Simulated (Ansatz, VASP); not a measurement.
**GaP: VASP beside Ansatz**

```
Ga P
1.0
     0.00000    2.88876    2.72525
     2.72525    0.00000    2.72525
     2.72525    2.88876    0.00000
Ga P
1 1
Direct
  0.00000 0.00000 0.00000
  0.75000 0.75000 0.75000
```

Change from the starting cell: strain +0.0600 x Voigt [0, 1, 0, 0, 0, 0], atoms carried along.

Alike in both runs: task single point; functional r2SCAN; k mesh 8 × 8 × 8; occupations gaussian, width 0.05 eV; no spin polarisation.

```csv
,VASP,Ansatz
version,VASP 6.6.1,Ansatz 0.2.0
potentials or method,"VASP PAW PBE potentials, release 64 (Ga_d, P), cutoff 520 eV","scalar-relativistic, plane waves, PAW"
valence electrons in the cell,18,18
```

|  | VASP | Ansatz | Ansatz less VASP |
| --- | --- | --- | --- |
| gap on the k mesh at the Fermi level (eV) | 1.66 | 1.66 | +0.002 |
| least direct gap on the mesh (eV) | 1.68 | 1.70 | +0.019 |
| pressure (GPa) | -4.6 | -4.5 | +0.07 |
| traceless stress, the component that is largest in VASP (GPa) | -3.41 | -3.42 | -0.008 |

VASP's potentials were made for PBE, not for r2SCAN.
